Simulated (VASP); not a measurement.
Crystal: AgPbCl4.

```
Ag Pb Cl
1.0
     4.58395    0.00000    0.00000
     0.00000    4.58395    0.00000
     0.00000    0.00000    6.48268
Ag Pb Cl
1 1 4
Cartesian
  0.0000 0.0000 0.0000
  2.2920 2.2920 3.2413
  2.2920 0.0000 1.6207
  0.0000 2.2920 4.8620
  2.2920 0.0000 4.8620
  0.0000 2.2920 1.6207
```

| Item | Value |
| --- | --- |
| Program | VASP 6.6.1 |
| Task | relaxation of cell and atoms |
| Functional | PBE |
| Potentials or basis | VASP PAW PBE potentials, release 64 (Ag, Pb_d, Cl) |
| Cutoff | 600 eV |
| k mesh | 4 × 4 × 4 |
| Occupations | gaussian, width 0.1 eV |
| Spin | no spin polarisation |

At the start: pressure 8.0 GPa; volume 22.70 Å³/atom.

Q: Where does the relaxation end?

A: Over 7 steps the energy falls by 93.9 meV/atom and the volume is 26.28 Å³/atom (+15.8 %); space group P4/mmm (No. 123, to 0.1 Å) before and after.

Step by step:
| step | energy change (eV) | largest force (eV/Å) | pressure (GPa) | volume (Å³) |
| --- | --- | --- | --- | --- |
| 1 | 0.0000 | 0.5578 | 7.97 | 136.22 |
| 2 | -0.5280 | 0.2412 | -0.21 | 159.71 |
| 3 | -0.5280 | 0.2446 | -0.17 | 159.49 |
| 4 | -0.5401 | 0.1990 | -0.14 | 159.15 |
| 5 | -0.5609 | 0.0682 | -0.09 | 158.18 |
| 6 | -0.5392 | 0.2257 | 0.20 | 156.23 |
| 7 | -0.5637 | 0.0017 | -0.03 | 157.71 |

Final structure:
```
Ag Pb Cl
1.0
     4.77922    0.00000    0.00000
     0.00000    4.77922    0.00000
     0.00000    0.00000    6.90467
Ag Pb Cl
1 1 4
Direct
  0.00000 0.00000 0.00000
  0.50000 0.50000 0.50000
  0.50000 0.00000 0.23675
  0.00000 0.50000 0.76325
  0.50000 0.00000 0.76325
  0.00000 0.50000 0.23675
```

Caveat: the volume moved by over 15 % at a fixed basis, so the end points are rough; an odd number of electrons without spin polarisation forces a metal; a magnetic or distorted state may lie lower.
